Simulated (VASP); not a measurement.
The system is MoS2.

```xyz
3
Lattice="3.1838 0.0000 0.0000 -1.5919 2.7573 0.0000 0.0000 0.0000 6.2272" Properties=species:S:1:pos:R:3 pbc="T T T"
Mo    0.0000    0.0000    3.1136
S     1.5919    0.9191    4.6372
S     0.0000    1.8382    1.5899
```

This cell differs from its parent crystal: volume scaled by 0.96.

Base run:

| Property | Result |
| --- | --- |
| Program | VASP 6.6.1 |
| Functional | LDA |
| Potentials or basis | VASP PAW LDA potentials, release 64 (Mo_sv, S) |
| Cutoff | 520 eV |
| k mesh | 9 × 9 × 4 |
| Occupations | fermi-dirac, width 0.05 eV |
| Spin | no spin polarisation |

Its results: band gap on the k mesh zero (band 13 reaches 7.92 eV, above the bottom of band 14 at 6.95 eV); pressure -0.4 GPa; largest force 0.539 eV/Å.

Question: The run is repeated on the same cell with these changes: functional from LDA to PBEsol; potentials or basis from VASP PAW LDA potentials, release 64 (Mo_sv, S) to VASP PAW PBE potentials, release 64 (Mo_sv, S). What comes out?

Answer: Band gap on the k mesh zero (band 13 reaches 8.00 eV, above the bottom of band 14 at 7.01 eV); pressure 2.2 GPa; largest force 0.709 eV/Å.

Caveats: the PAW data sets were made with another functional, which shifts forces and pressure a little (some runs); this functional lacks dispersion, which binds the layers, so the pressure and a relaxed spacing across them are unreliable (some runs).
